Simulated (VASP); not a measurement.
Write the native input for VASP 6.6.1 that does the following.

* Task: single point
* Functional: r2SCAN
* Potentials or basis: VASP PAW PBE potentials, release 64 (Ir_sv_GW)
* Cutoff: 620 eV
* k mesh: 18 × 18 × 18
* Occupations: gaussian, width 0.1 eV
* Spin: no spin polarisation
* Dipole correction: no
* Further INCAR settings: ALGO = Normal; EDIFF = 1e-06; NBANDS = 14

The system is Ir.

```
Ir
1.0
     0.00000    1.94111    1.94111
     1.94111    0.00000    1.94111
     1.94111    1.94111    0.00000
Ir
1
Cartesian
  0.0000 0.0000 0.0000
```

These files were run (other wordings do the same):

POSCAR

```
Ir
1.0
    0.0000000000      1.9411115112      1.9411115112
    1.9411115112      0.0000000000      1.9411115112
    1.9411115112      1.9411115112      0.0000000000
Ir
1
Direct
    0.0000000000      0.0000000000      0.0000000000
```

INCAR.step1

```
  PREC = Accurate
  ENCUT = 620
  ISMEAR = 0
  SIGMA = 0.1
  LREAL = F
  LASPH = T
  NELM = 120
  NBANDS = 14
  GGA = PE
  ALGO = Normal
  EDIFF = 1E-5
  LWAVE = T
  LCHARG = F
  GGA_COMPAT = F
```

INCAR.step2

```
  PREC = Accurate
  ENCUT = 620
  EDIFF = 1E-6
  ISMEAR = 0
  SIGMA = 0.1
  LREAL = F
  LASPH = T
  NELM = 120
  ALGO = Normal
  ISIF = 2
  LWAVE = F
  LCHARG = F
  METAGGA = R2SCAN
  LMIXTAU = T
  NBANDS = 14
  ISTART = 1
  GGA_COMPAT = F
```

KPOINTS

```
regular mesh
0
Gamma
  18 18 18
```

Potentials or basis: VASP PAW PBE potentials, release 64 (Ir_sv_GW).

Run with:

```console
$ cat potpaw_PBE.64/Ir_sv_GW/POTCAR > POTCAR
$ cp INCAR.step1 INCAR
$ mpirun -np 1 vasp_std > vasp.out
$ cp INCAR.step2 INCAR
$ mpirun -np 1 vasp_std > vasp.out
```

Results of the run:

| Quantity | Value |
| --- | --- |
| Pressure | -11.2 GPa |
| Band gap on the k mesh | zero (an odd number of electrons rules out a gap without spin polarisation) |

Caveat: the cell stands under tension; the PAW data sets were made with another functional, which shifts forces and pressure a little; spin-orbit coupling is left out, which moves the levels of the heavy elements.

Run time: 120 s on 1 thread of Intel(R) Xeon(R) 6975P-C (Granite Rapids), with other jobs on the host, peak memory 0.19 GiB.
